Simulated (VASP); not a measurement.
The system is Ga2SnTe2.

```
Ga Sn Te
1.0
     5.02631    0.00000    0.00000
     0.00000    5.02631    0.00000
     0.00000    0.00000    6.09090
Ga Sn Te
2 1 2
Direct
  0.00000 0.50000 0.50000
  0.50000 0.00000 0.50000
  0.00000 0.00000 0.50000
  0.50000 0.50000 0.29423
  0.50000 0.50000 0.70577
```

The cell was generated, and may not be a known phase.

```yaml
Program: VASP 6.6.1
Task: relaxation of cell and atoms
Functional: PBE
Potentials_or_basis: VASP PAW PBE potentials, release 64 (Ga_d, Sn_d, Te)
Cutoff: 600 eV
k_mesh: 4 × 4 × 4
Occupations: gaussian, width 0.1 eV
Spin: no spin polarisation
```

At the start: pressure 14.9 GPa; volume 30.78 Å³/atom.

Question: How do energy, volume and symmetry change on relaxing?

Answer: Over 10 steps the energy falls by 456.9 meV/atom and the volume is 36.79 Å³/atom (+19.5 %); space group P4/mmm (No. 123, to 0.1 Å) before and after.

Step by step:
```tsv
step	energy change (eV)	largest force (eV/Å)	pressure (GPa)	volume (Å³)
1	0.0000	5.6663	14.93	153.88
2	-1.5824	0.5632	-3.65	227.00
3	-2.1425	0.1314	-0.33	192.98
4	-2.1429	0.1720	-0.21	192.14
5	-2.2071	0.3362	-0.40	191.43
6	-2.2312	0.5031	-0.51	190.66
7	-2.2641	0.3843	-0.23	186.84
8	-2.2771	0.0983	0.36	181.36
9	-2.2788	0.1986	0.17	182.89
10	-2.2846	0.0022	-0.06	183.96
```

Final structure:
```
CELL_PARAMETERS angstrom
5.47015 0.00000 0.00000
0.00000 5.47015 0.00000
0.00000 0.00000 6.14783
ATOMIC_POSITIONS crystal
Ga 0.00000 0.50000 0.50000
Ga 0.50000 0.00000 0.50000
Sn 0.00000 0.00000 0.50000
Te 0.50000 0.50000 0.25179
Te 0.50000 0.50000 0.74821
```

Caveat: the volume moved by over 15 % at a fixed basis, so the end points are rough.
